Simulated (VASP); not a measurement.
Write the native input for VASP 6.6.1 that does the following.

* Task: single point
* Functional: LDA
* Potentials or basis: VASP PAW LDA potentials, release 64 (Pt)
* Cutoff: 520 eV
* k mesh: 20 × 20 × 20
* Occupations: gaussian, width 0.15 eV
* Spin: no spin polarisation
* Dipole correction: no
* Further INCAR settings: ALGO = Fast; EDIFF = 1e-06; NBANDS = 11

The structure of Pt lies in POSCAR:

```
Pt
1.0
    0.0000000000      1.9468328700      1.9127632948
    1.7862191582      0.0000000000      1.9127632948
    1.7862191582      1.9468328700      0.0000000000
Pt
1
Direct
    0.0000000000      0.0000000000      0.0000000000
```

This cell differs from its parent crystal: normal strain along x -0.0825, normal strain along z -0.0175.

One way to write it, as run:

INCAR

```
PREC     = Accurate       # precision mode
ENCUT    = 520            # plane-wave cutoff, eV
EDIFF    = 1E-6           # SCF threshold, eV
ISMEAR   = 0              # smearing method
SIGMA    = 0.15           # smearing width, eV
LREAL    = False          # projectors in reciprocal space
LASPH    = True           # aspherical terms in the spheres
NELM     = 80             # most SCF steps
ALGO     = Fast           # electronic algorithm
ISIF     = 2              # what is computed and relaxed
LWAVE    = False          # write WAVECAR
LCHARG   = True           # write CHGCAR
LELF     = True           # ELF
LVHAR    = True         
NBANDS   = 11             # bands
```

KPOINTS

```
Automatic mesh
0
Gamma
  20 20 20
```

Potentials or basis: VASP PAW LDA potentials, release 64 (Pt).

The run is started by

```sh
$ cat potpaw_LDA.64/Pt/POTCAR > POTCAR
$ mpirun -np 1 vasp_std > vasp.out
```

It gave:

```
Pressure               : 44.1 GPa
Band gap on the k mesh : zero (bands 5 and 6 overlap by 3.23 eV)
```

Caveat: the cell differs from its parent crystal (normal strain along x -0.0825, normal strain along z -0.0175); the stress differs along the axes, from 39 to 50 GPa; spin-orbit coupling is left out, which moves the levels of the heavy elements.

Run time: 4.8 min on 1 thread of Intel Xeon 8259CL, on a shared host, peak memory 0.28 GiB.
